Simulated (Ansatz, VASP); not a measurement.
TlCl: VASP beside Ansatz

Contents of INCAR:

```
SYSTEM = TlCl
ALGO = Normal
EDIFF = 1E-6
ENCUT = 500
GGA = PE
GGA_COMPAT = .False.
ISIF = 2
ISMEAR = 0
IVDW = 12
LASPH = .True.
LCHARG = .False.
LREAL = .False.
LWAVE = .False.
NBANDS = 17
NELM = 120
PREC = Accurate
SIGMA = 0.02
```

Contents of KPOINTS:

```
k-points
0
Gamma
  8 8 8
  0 0 0
```

POSCAR

```
TlCl
1.0
    3.8377045999      0.0000000000      0.0000000000
    0.0000000000      3.8377045999      0.0000000000
    0.0000000000      0.0000000000      3.8377045999
Tl Cl
1 1
Direct
    0.0000000000      0.0000000000      0.0000000000
    0.5000000000      0.5000000000      0.5000000000
```

Input for Ansatz:

```yaml
crystal:
  lattice:
    - [3.8377045999, 0.0, 0.0]
    - [0.0, 3.8377045999, 0.0]
    - [0.0, 0.0, 3.8377045999]
  atoms:
    - { symbol: Tl, position: [0.0, 0.0, 0.0] }
    - { symbol: Cl, position: [0.5, 0.5, 0.5] }
basis:
  ecutwfc: 420
kpoints:
  mp_grid: { grid: [8, 8, 8] }
hamiltonian:
  xc: pbe
  dispersion: d3bj
scf:
  occupations: { method: gaussian, width: 0.02 }
output:
  forces: true
  stress: true
  eigenvalues: true
```

Alike in both runs: task single point; functional PBE; dispersion D3(BJ); k mesh 8 × 8 × 8; occupations gaussian, width 0.02 eV; no spin polarisation.

|  | VASP | Ansatz |
| --- | --- | --- |
| version | VASP 6.6.1 | Ansatz 0.2.0 |
| potentials or method | VASP PAW PBE potentials, release 64 (Tl_d, Cl), cutoff 500 eV | scalar-relativistic, plane waves, PAW |
| valence electrons in the cell | 20 | 20 |

```csv
,VASP,Ansatz,Ansatz less VASP
gap on the k mesh at the Fermi level (eV),2.09,2.08,-0.007
least direct gap on the mesh (eV),2.09,2.08,-0.007
pressure (GPa),0.4,0.5,+0.07
```

Ansatz's warnings: dispersion switch in reach.

Spin-orbit coupling is off throughout.
